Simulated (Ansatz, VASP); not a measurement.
**Two plane-wave programs on GdSbTe3**

```
CELL_PARAMETERS angstrom
5.29211 0.00000 0.00000
0.00000 5.29211 0.00000
0.00000 0.00000 5.29211
ATOMIC_POSITIONS crystal
Gd 0.00000 0.00000 0.00000
Sb 0.50000 0.50000 0.50000
Te 0.00000 0.50000 0.50000
Te 0.50000 0.50000 0.00000
Te 0.50000 0.00000 0.50000
```

Change from the starting cell: species swapped into the YbRh3C type (Pm-3m, No. 221).

Alike in both runs: task relaxation of cell and atoms; functional PBE; k mesh 4 × 4 × 4; occupations gaussian, width 0.1 eV; collinear spin.

```csv
,VASP,Ansatz
version,VASP 6.6.1,Ansatz 0.2.0
potentials or method,"VASP PAW PBE potentials, release 64 (Gd, Sb, Te), cutoff 600 eV","scalar-relativistic, plane waves, PAW"
valence electrons in the cell,41,81
```

VASP gave:

* gap on the k mesh at the Fermi level, each at its own relaxed structure (eV): none
* net moment per atom (μB): 1.33
* size of the moment on the site where the two differ most (μB): 6.45
* relaxed volume (Å³/atom): 37.26
* relaxed cell length with the largest relative difference (Å): 5.711

**Question.** Which values does Ansatz return?

**Answer.** gap on the k mesh at the Fermi level, each at its own relaxed structure (eV): none; net moment per atom (μB): 1.33; size of the moment on the site where the two differ most (μB): 6.68; relaxed volume (Å³/atom): 37.11; relaxed cell length with the largest relative difference (Å): 5.704.

Site moments also hang on the region over which each program counts them. A gap of «none» marks a metal or a gap that the smearing closes. VASP's potentials hold 41 valence electrons a cell and Ansatz's 81, so a difference there can come from the potentials and not from the codes.

Spin-orbit coupling is off throughout. Noted on VASP's run: the volume moved by over 15 % at a fixed basis, so the end points are rough.
